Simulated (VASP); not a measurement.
Set up this calculation in VASP 6.6.1, as the native input.

```
Task                   : relaxation of cell and atoms
Functional             : PBE
Potentials or basis    : VASP PAW PBE potentials, release 64 (Al, P)
Cutoff                 : 600 eV
k mesh                 : 4 × 4 × 4
Occupations            : gaussian, width 0.1 eV
Spin                   : no spin polarisation
Dipole correction      : no
Further INCAR settings : ALGO = Normal; EDIFF = 1e-06; IBRION = 2; EDIFFG = -0.04; NSW = 90; ISIF = 3
```

The structure of Al3P5 lies in POSCAR:

```
Al3P5
1.0
    5.4922964700      0.0000000000      0.0000000000
    0.0000000000      5.4922964700      0.0000000000
    0.0000000000      0.0000000000      5.4922964700
Al P
3 5
Direct
    0.5000000000      0.0000000000      0.0000000000
    0.0000000000      0.5000000000      0.0000000000
    0.0000000000      0.0000000000      0.5000000000
    0.0000000000      0.5000000000      0.5000000000
    0.5000000000      0.0000000000      0.5000000000
    0.5000000000      0.5000000000      0.0000000000
    0.5000000000      0.5000000000      0.5000000000
    0.0000000000      0.0000000000      0.0000000000
```

The input as run:

INCAR

```
PREC     = Accurate       # precision mode
ENCUT    = 600            # plane-wave cutoff, eV
EDIFF    = 1E-6           # SCF threshold, eV
ISMEAR   = 0              # smearing method
SIGMA    = 0.1            # smearing width, eV
LREAL    = False          # projectors in reciprocal space
LASPH    = True           # aspherical terms in the spheres
NELM     = 60             # most SCF steps
ALGO     = Normal         # electronic algorithm
ISIF     = 3              # what is computed and relaxed
LWAVE    = False          # write WAVECAR
LCHARG   = False          # write CHGCAR
GGA      = PE             # functional
IBRION   = 2              # ionic algorithm
NSW      = 90             # ionic steps
EDIFFG   = -0.04          # ionic threshold
```

KPOINTS

```
regular mesh
0
Gamma
  4 4 4
```

Potentials or basis: VASP PAW PBE potentials, release 64 (Al, P).

Run with:

```console
$ cat potpaw_PBE.64/Al/POTCAR potpaw_PBE.64/P/POTCAR > POTCAR
$ mpirun -np 1 vasp_std > vasp.out
```

It gave:

```json
{"Relaxed volume": "16.05 Å³/atom", "Relaxed cell": "a = 5.045 Å, b = 5.045 Å, c = 5.045 Å, α = 90.00°, β = 90.00°, γ = 90.00°", "Space group after relaxing (to 0.05 Å)": "Pm-3m (No. 221)", "Energy gained by relaxing": "277.6 meV/atom", "Ionic steps": "3", "Pressure after relaxing": "0.1 GPa", "Band gap on the k mesh": "zero (band 17 reaches 8.17 eV, above the bottom of band 18 at 7.33 eV)"}
```

Caveat: the volume moved by over 15 % at a fixed basis, so the end points are rough.

Run time: 47 s on 1 thread of Intel(R) Xeon(R) 6975P-C (Granite Rapids) (shared host), peak memory 0.33 GiB.
